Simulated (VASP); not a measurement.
Here is a VASP 6.6.1 calculation.

Contents of POSCAR:

```
TeRu
1.0
    0.0000000000      2.6923328553      2.6923328553
    2.6923328553      0.0000000000      2.6923328553
    2.6923328553      2.6923328553      0.0000000000
Ru Te
1 1
Direct
    0.5000000000      0.5000000000      0.5000000000
    0.0000000000      0.0000000000      0.0000000000
```

Contents of INCAR.step1:

```
ALGO = Normal ; EDIFF = 1E-4
ENCUT = 520 ; GGA = PE
ISMEAR = 0 ; LASPH = T
LCHARG = F ; LREAL = F
LWAVE = T ; NBANDS = 17
NELM = 60 ; PREC = Accurate
SIGMA = 0.05
```

INCAR.step2

```
ALGO = Normal ; EDIFF = 1E-6
ENCUT = 520 ; ISIF = 2
ISMEAR = 0 ; ISTART = 1
LASPH = T ; LCHARG = F
LMIXTAU = T ; LREAL = F
LWAVE = F ; METAGGA = R2SCAN
NBANDS = 17 ; NELM = 60
PREC = Accurate ; SIGMA = 0.05
```

KPOINTS

```
k-points
0
Gamma
  12 12 12
```

Potentials or basis: VASP PAW PBE potentials, release 64 (Ru_pv, Te).

Launch:

```bash
$ cat potpaw_PBE.64/Ru_pv/POTCAR potpaw_PBE.64/Te/POTCAR > POTCAR
$ cp INCAR.step1 INCAR
$ mpirun -np 1 vasp_std > vasp.out
$ cp INCAR.step2 INCAR
$ mpirun -np 1 vasp_std > vasp.out
```

Q: Predict the band gap on the k mesh.

A: Zero (band 10 reaches 10.69 eV, above the bottom of band 11 at 9.90 eV).

Q: Estimate the pressure.

A: 2.8 GPa.

Caveat: the PAW data sets were made with another functional, which shifts forces and pressure a little; spin-orbit coupling is left out, which moves the levels of the heavy elements.
